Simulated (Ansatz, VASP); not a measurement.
# LiH in VASP and in Ansatz

File INCAR:

```
PREC = Accurate
ENCUT = 520
EDIFF = 1E-7
ISMEAR = 0
SIGMA = 0.05
LREAL = F
LASPH = T
NELM = 80
ALGO = Normal
ISIF = 2
LWAVE = F
LCHARG = F
NBANDS = 9
```

The input KPOINTS:

```
Automatic mesh
0
Gamma
  10 10 10
```

POSCAR

```
LiH
1.0
    0.0000000000      2.0325000000      2.1138000000
    2.0325000000      0.0000000000      2.1138000000
    2.0325000000      2.0325000000      0.0000000000
Li H
1 1
Direct
    0.0000000000      0.0000000000      0.0000000000
    0.5000000000      0.5000000000      0.5000000000
```

Input for Ansatz:

```yaml
crystal:
  lattice:
    - [0.0, 2.0325, 2.1138]
    - [2.0325, 0.0, 2.1138]
    - [2.0325, 2.0325, 0.0]
  atoms:
    - { symbol: Li, position: [0.0, 0.0, 0.0] }
    - { symbol: H, position: [0.5, 0.5, 0.5] }
basis:
  ecutwfc: 420
kpoints:
  mp_grid: { grid: [10, 10, 10] }
hamiltonian:
  xc: lda
scf:
  occupations: { method: gaussian, width: 0.05 }
output:
  forces: true
  stress: true
  eigenvalues: true
```

Change from the starting cell: strain +0.000 along x and y, +0.040 along z, atoms carried along.

Alike in both runs: task single point; functional LDA; k mesh 10 × 10 × 10; occupations gaussian, width 0.05 eV; no spin polarisation.

```csv
,VASP,Ansatz
version,VASP 6.6.1,Ansatz 0.2.0
potentials or method,"VASP PAW LDA potentials, release 64 (Li_sv, H), cutoff 520 eV","scalar-relativistic, plane waves, PAW"
valence electrons in the cell,4,4
```

```tsv
	VASP	Ansatz	Ansatz less VASP
gap on the k mesh at the Fermi level (eV)	2.26	2.27	+0.007
least direct gap on the mesh (eV)	2.56	2.57	+0.008
```

LDA's correlation is that of Perdew and Zunger in VASP and of Perdew and Wang (1992) in Ansatz.

Noted on VASP's run: the cutoff is short for stress, so the pressure is rough.
